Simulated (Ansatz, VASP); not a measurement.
## One calculation of AlBOs, two programs

```
CELL_PARAMETERS angstrom
-1.44655 1.44655 4.15748
1.44655 -1.44655 4.15748
1.44655 1.44655 -4.15748
ATOMIC_POSITIONS crystal
Al 0.32772 0.32772 0.00000
B 0.64127 0.64127 0.00000
Os 0.03101 0.03101 0.00000
```

Alike in both runs: functional PBE; k mesh 20 × 20 × 20; occupations fermi-dirac, width 0.15 eV; no spin polarisation.

Ansatz relaxed the structure, and its values are those at the end. VASP's run is a single point on that final structure, the one shown.

|  | VASP | Ansatz |
| --- | --- | --- |
| version | VASP 6.6.1 | Ansatz 0.2.0 |
| potentials or method | VASP PAW PBE potentials, release 64 (Al, B, Os), cutoff 520 eV | scalar-relativistic, plane waves, PAW |
| valence electrons in the cell | 14 | 22 |

|  | VASP | Ansatz | Ansatz less VASP |
| --- | --- | --- | --- |
| gap on the k mesh at the Fermi level (eV) | none | none | - |
| pressure (GPa) | 0.4 | 0.0 | -0.44 |
| rms of the force components (eV/Å) | 0.023 | 0.000 | -0.0230 |

A gap of «none» marks a metal or a gap that the smearing closes. With one functional, cell and mesh, what is left measures potentials, basis and numerics. VASP's potentials hold 14 valence electrons a cell and Ansatz's 22, so a difference there can come from the potentials and not from the codes.

Neither program's run includes spin-orbit coupling.
